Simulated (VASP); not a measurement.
Here is a VASP 6.6.1 calculation.

File INCAR:

```
SYSTEM = Ni
AGGAC    = 1.0          
AGGAX    = 1.0          
ALDAC    = 0.0          
ALDAX    = 1.0          
ALGO     = Normal         ! electronic algorithm
EDIFF    = 1E-6           ! SCF threshold, eV
ENCUT    = 520            ! plane-wave cutoff, eV
GGA      = B5             ! functional
ISIF     = 2              ! what is computed and relaxed
ISMEAR   = -1             ! smearing method
ISPIN    = 2              ! spin polarisation
LASPH    = .True.         ! aspherical terms in the spheres
LCHARG   = .False.        ! write CHGCAR
LMAXMIX  = 4              ! l up to which the mixer works
LORBIT   = 11             ! projections on sites
LREAL    = .False.        ! projectors in reciprocal space
LWAVE    = .False.        ! write WAVECAR
MAGMOM   = 0.8 -0.8       ! initial moments
NBANDS   = 21             ! bands
NELM     = 150            ! most SCF steps
PREC     = Accurate       ! precision mode
SIGMA    = 0.05           ! smearing width, eV
```

Contents of KPOINTS:

```
k-points
0
Gamma
  18 18 18
  0 0 0
```

File POSCAR:

```
Ni
1.0
    2.8401607866      0.0000000000      0.0000000000
    0.0000000000      2.8401607866      0.0000000000
    0.0000000000      0.0000000000      2.8401607866
Ni
2
Direct
    0.0000000000      0.0000000000      0.0000000000
    0.5000000000      0.5000000000      0.5000000000
```

Potentials or basis: VASP PAW PBE potentials, release 64 (Ni).

The run is started by

```bash
$ cat potpaw_PBE.64/Ni/POTCAR > POTCAR
$ mpirun -np 1 vasp_std > vasp.out
```

Question: What does it give for the band gap on the k mesh?

Answer: Zero (filled and empty bands overlap).

Question: Predict the net moment.

Answer: 0.00 μB per cell.

Question: What does it give for the pressure?

Answer: 0.1 GPa.

Caveat: the PAW data sets were made with another functional, which shifts forces and pressure a little.
